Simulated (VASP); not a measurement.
# Mg (R-3m) in VASP: a series of runs, part 2 of 3

VASP 6.6.1. The steps go on from the part before.

### 3 Single point, LDA

This run uses another cell than the first one, of the same volume but with other edges.

INCAR reads:

```
PREC     = Accurate       # precision mode
ENCUT    = 520            # plane-wave cutoff, eV
EDIFF    = 1E-7           # SCF threshold, eV
ISMEAR   = 0              # smearing method
SIGMA    = 0.15           # smearing width, eV
LREAL    = False          # projectors in reciprocal space
LASPH    = True           # aspherical terms in the spheres
NELM     = 60             # most SCF steps
ALGO     = Normal         # electronic algorithm
ISIF     = 2              # what is computed and relaxed
LWAVE    = False          # write WAVECAR
LCHARG   = False          # write CHGCAR
NBANDS   = 7              # bands
```

KPOINTS reads:

```
regular mesh
0
Gamma
  20 20 20
```

POSCAR reads:

```
Mg
1.0
   -2.1792459078      1.7950627387      1.7950627387
    1.7950627387     -2.1792459078      1.7950627387
    1.7950627387      1.7950627387     -2.1792459078
Mg
1
Direct
    0.0000000000      0.0000000000      0.0000000000
```

Potentials or basis: VASP PAW LDA potentials, release 64 (Mg).

On the command line:

```sh
$ cat potpaw_LDA.64/Mg/POTCAR > POTCAR
$ mpirun -np 1 vasp_std > vasp.out
```

OUTCAR:

```text
PREC = Accurate
   ENCUT = 520
   EDIFF = 1E-7
   ISMEAR = 0
   LREAL = False
   LASPH = True
   NELM = 60
   ISIF = 2

 ion  position               nearest neighbor table
   1  0.000  0.000  0.000-

  LATTYP: Found a trigonal (rhomboedric) cell.
 ALAT       =     3.3456857591
 COS(alpha) =    -0.4110840653

  Lattice vectors:

 A1 = (  -2.1792459078,   1.7950627387,   1.7950627387)
 A2 = (   1.7950627387,  -2.1792459078,   1.7950627387)
 A3 = (   1.7950627387,   1.7950627387,  -2.1792459078)

Analysis of symmetry for initial positions (statically):
=====================================================================
 Subroutine PRICEL returns:
 Original cell was already a primitive cell.

 Routine SETGRP: Setting up the symmetry group for a
 trigonal (rhombohedral) supercell.

 Subroutine GETGRP returns: Found 12 space group operations
 (whereof 12 operations were pure point group operations)
 out of a pool of 12 trial point group operations.

The static configuration has the point symmetry D_3d.

Analysis of symmetry for dynamics (positions and initial velocities):
=====================================================================
 Subroutine PRICEL returns:
 Original cell was already a primitive cell.

 Routine SETGRP: Setting up the symmetry group for a
 trigonal (rhombohedral) supercell.

 Subroutine GETGRP returns: Found 12 space group operations
 (whereof 12 operations were pure point group operations)
 out of a pool of 12 trial point group operations.

The dynamic configuration has the point symmetry D_3d.

 Subroutine INISYM returns: Found 12 space group operations
 (whereof 12 operations are pure point group operations),
 and found     1 'primitive' translations

----------------------------------------------------------------------------------------

                                     Primitive cell

  volume of cell :      22.2850

  direct lattice vectors                    reciprocal lattice vectors
    -2.179245908  1.795062739  1.795062739     0.068515179  0.320131269  0.320131269
     1.795062739 -2.179245908  1.795062739     0.320131269  0.068515179  0.320131269
     1.795062739  1.795062739 -2.179245908     0.320131269  0.320131269  0.068515179

  length of vectors
     3.345685759  3.345685759  3.345685759     0.457889057  0.457889057  0.457889057

  position of ions in fractional coordinates (direct lattice)
     0.000000000  0.000000000  0.000000000

  ion indices of the primitive-cell ions
   primitive index   ion index
                 1           1

----------------------------------------------------------------------------------------

 KPOINTS: regular mesh

Automatic generation of k-mesh.
 Grid dimensions read from file:
 generate k-points for:   20   20   20

 Generating k-lattice:

  Cartesian coordinates                     Fractional coordinates (reciprocal lattice)
     0.003425759  0.016006563  0.016006563     0.050000000 -0.000000000 -0.000000000
     0.016006563  0.003425759  0.016006563    -0.000000000  0.050000000 -0.000000000
     0.016006563  0.016006563  0.003425759    -0.000000000 -0.000000000  0.050000000

  Length of vectors
     0.022894453  0.022894453  0.022894453

  Shift w.r.t. Gamma in fractional coordinates (k-lattice)
     0.000000000  0.000000000  0.000000000

 Subroutine IBZKPT returns following result:
 ===========================================

 Found    781 irreducible k-points:

 Following reciprocal coordinates:
            Coordinates               Weight
  0.000000  0.000000  0.000000      1.000000
  0.050000  0.000000  0.000000      6.000000
  0.100000  0.000000  0.000000      6.000000
  0.150000  0.000000  0.000000      6.000000
  0.200000  0.000000  0.000000      6.000000
  0.250000  0.000000  0.000000      6.000000
[... 16 lines left out ...]
 -0.400000  0.050000 -0.000000     12.000000
 -0.350000  0.050000 -0.000000     12.000000
 [... further k-points ...]
   k-points           NKPTS =    781   k-points in BZ     NKDIM =    781   number of bands    NBANDS=      7
   number of dos      NEDOS =    301   number of ions     NIONS =      1
   total plane-waves  NPLWV =  21952
   dimension x,y,z NGX =    28 NGY =   28 NGZ =   28
   dimension x,y,z NGXF=    56 NGYF=   56 NGZF=   56
   ions per type =               1
   NGX,Y,Z   is equivalent  to a cutoff of  13.91, 13.91, 13.91 a.u.
   NGXF,Y,Z  is equivalent  to a cutoff of  27.83, 27.83, 27.83 a.u.
 SYSTEM =  unknown system
   PREC   = accura    normal or accurate (medium, high low for compatibility)
   ISTART =      0    job   : 0-new  1-cont  2-samecut
   ICHARG =      2    charge: 1-file 2-atom 10-const
   ISPIN  =      1    spin polarized calculation?
   LNONCOLLINEAR =      F non collinear calculations
   LSORBIT =      F    spin-orbit coupling
   LASPH  =      T    aspherical Exc in radial PAW
   ENCUT  =  520.0 eV  38.22 Ry    6.18 a.u.   6.22  6.22  6.22*2*pi/ulx,y,z
   NELM   =     60;   NELMIN=  2; NELMDL= -5     # of ELM steps
   EDIFF  = 0.1E-06   stopping-criterion for ELM
   LREAL  =      F    real-space projection
   EDIFFG = 0.1E-05   stopping-criterion for IOM
   NSW    =      0    number of steps for IOM
   IBRION =     -1    ionic relax: 0-MD 1-quasi-New 2-CG
   NFREE  =      0    steps in history (QN), initial steepest desc. (CG)
   ISIF   =      2    stress and relaxation
   ISYM   =      2    0-nonsym 1-usesym 2-fastsym
   POTIM  = 0.5000    time-step for ionic-motion
   TEBEG  =    0.0;   TEEND  =   0.0 temperature during run
   PSTRESS=    0.0 pullay stress
   NELECT =       2.0000    total number of electrons
   NUPDOWN=      -1.0000    fix difference up-down
   EMIN   =  10.00;   EMAX   =-10.00  energy-range for DOS
   EFERMI =   0.00;   METHOD = LEGACY
   ISMEAR =     0;   SIGMA  =   0.15  broadening in eV -4-tet -1-fermi 0-gaus
   EFERMI_NEDOS =   21; number of points for ismear=-14 and -15
   IALGO  =     38    algorithm
   IMIX   =      4    mixing-type and parameters
     AMIX     =   0.40;   BMIX     =  1.00
     AMIX_MAG =   1.60;   BMIX_MAG =  1.00
  volume/ion in A,a.u.               =      22.29       150.39
  Fermi-wavevector in a.u.,A,eV,Ry     =   0.732960  1.385094  7.309469  0.537231
  Thomas-Fermi vector in A             =   1.825552
   LORBIT       =      0    0 simple, 1 ext, 2 COOP (PROOUT), +10 PAW based schemes
   GGA     = CA    functional components
   LHFCALC =     F    Hartree Fock is set to
   AEXX    =    0.0000 exact exchange contribution
   IVDW    =     0    specifies the selected vdW correction
   LEPSILON=     F    determine dielectric tensor
   LRPA    =     F    only Hartree local field effects (RPA)
 non-spin polarized calculation
 Gauss-broadening in eV      SIGMA  =   0.15
  energy-cutoff  :      520.00
  volume of cell :       22.29
 maximum number of plane-waves:       615
 NGX is ok and might be reduce to    28

 number of electron       2.0000000 magnetization

 Free energy of the ion-electron system (eV)
  ---------------------------------------------------
  ext. energy  EPLUGINS =         0.00000000
  ---------------------------------------------------
  free energy    TOTEN  =        -1.24116396 eV

  energy without entropy =       -1.23628380  energy(sigma->0) =       -1.23872388

 E-fermi :   2.5605     XC(G=0):  -8.7354

 val. band max:        2.5560466515   @ k =  -0.2000  -0.4000   0.1000
 cond. band min:       2.5632808848   @ k =   0.3500   0.2500   0.0500
 fundamental gap:      0.0072342334
 Fermi energy:         2.5604559004

 k-point     1 :       0.0000    0.0000    0.0000
  band No.  band energies     occupation
      1      -4.4233      2.00000
      2      12.7863      0.00000
      3      12.7863      0.00000
      4      12.9442      0.00000
      5      12.9442      0.00000
      6      13.1885      0.00000
      7      15.4679      0.00000
[... 221 lines left out ...]
 k-point    24 :      -0.3500    0.0500   -0.0000
  band No.  band energies     occupation
      1      -1.3085      2.00000
      2       8.4135      0.00000
      3       9.8010      0.00000
      4      11.0441      0.00000
      5      14.7052      0.00000
      6      16.0158      0.00000
      7      16.4909      0.00000

 [... further k-points ...]

------------------------ aborting loop because EDIFF is reached ----------------------------------------

  FORCE on cell =-STRESS in cart. coord.  units (eV):
  Direction    XX          YY          ZZ          XY          YZ          ZX
  --------------------------------------------------------------------------------------
  -------------------------------------------------------------------------------------
  Total        0.8537004      0.8537004      0.8537004      1.8700032      1.8700032      1.8700032
  in kB       61.3766142     61.3766142     61.3766142    134.4434986    134.4434986    134.4434986
  external PRESSURE =      61.3766142 kB  Pullay stress =       0.0000000 kB

 VOLUME and BASIS-vectors are now :
 -----------------------------------------------------------------------------
  energy-cutoff  :      520.00
  volume of cell :       22.29
      direct lattice vectors                 reciprocal lattice vectors
    -2.179245908  1.795062739  1.795062739     0.068515179  0.320131269  0.320131269
     1.795062739 -2.179245908  1.795062739     0.320131269  0.068515179  0.320131269
     1.795062739  1.795062739 -2.179245908     0.320131269  0.320131269  0.068515179

 POSITION                                       TOTAL-FORCE (eV/Angst)
 -----------------------------------------------------------------------------------
      0.00000      0.00000      0.00000        -0.000000      0.000000      0.000000
 -----------------------------------------------------------------------------------
    total drift:                               -0.000000     -0.000000     -0.000000

  FREE ENERGIE OF THE ION-ELECTRON SYSTEM (eV)
  ---------------------------------------------------
  free  energy   TOTEN  =        -1.2411639554 eV

  energy  without entropy=       -1.2362838027  energy(sigma->0) =       -1.23872388
```

Run time: 1.7 min. Hardware: 1 thread of Intel Xeon 8259CL, shared host; peak memory 0.25 GiB.

Results:

```
Free energy            : -1.2412 eV
Pressure               : 6.1 GPa
Band gap on the k mesh : zero (bands 1 and 2 overlap by 5.36 eV)
```

Caveat: the cell stands under pressure.

(Continued in part 3 of 3.)
